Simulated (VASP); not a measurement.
Here is a VASP 6.6.1 calculation.

Contents of INCAR:

```
ALGO = Normal
EDIFF = 1E-8
ENCUT = 1000
GGA = CA
GGA_COMPAT = F
ISIF = 2
ISMEAR = -1
LASPH = T
LCHARG = F
LEFG = T
LREAL = F
LWAVE = F
NBANDS = 28
NELM = 120
PREC = Accurate
SIGMA = 0.02
```

The input KPOINTS:

```
k-points
0
Gamma
  6 6 5
```

POSCAR

```
SnO
1.0
    3.7639800000      0.0000000000      0.0000000000
    0.0000000000      3.7639800000      0.0000000000
    0.0000000000      0.0000000000      4.8360000000
Sn O
2 2
Direct
    0.0000000000      0.5000000000      0.2385000000
    0.5000000000      0.0000000000      0.7615000000
    0.0000000000      0.0000000000      0.0000000000
    0.5000000000      0.5000000000      0.0000000000
```

Potentials or basis: VASP PAW LDA potentials, release 64 (Sn_d, O_h).

Run with:

```sh
$ cat potpaw_LDA.64/Sn_d/POTCAR potpaw_LDA.64/O_h/POTCAR > POTCAR
$ mpirun -np 1 vasp_std > vasp.out
```

(1) Predict the pressure.

(2) Predict the largest force.

(3) Estimate the band gap on the k mesh.

## Answers

(1) -0.4 GPa.

(2) 0.101 eV/Å.

(3) zero (bands 20 and 21 overlap by 0.03 eV).

Caveat: the cell differs from its parent crystal (equal xx and yy strain of -1 %); semilocal functionals underestimate gaps, and a narrow one can read as zero; without QUAD_EFG the Cq values of the log hold for a quadrupole moment of 1 mb, not for the nuclei; spin-orbit coupling is left out, which moves the levels of the heavy elements.
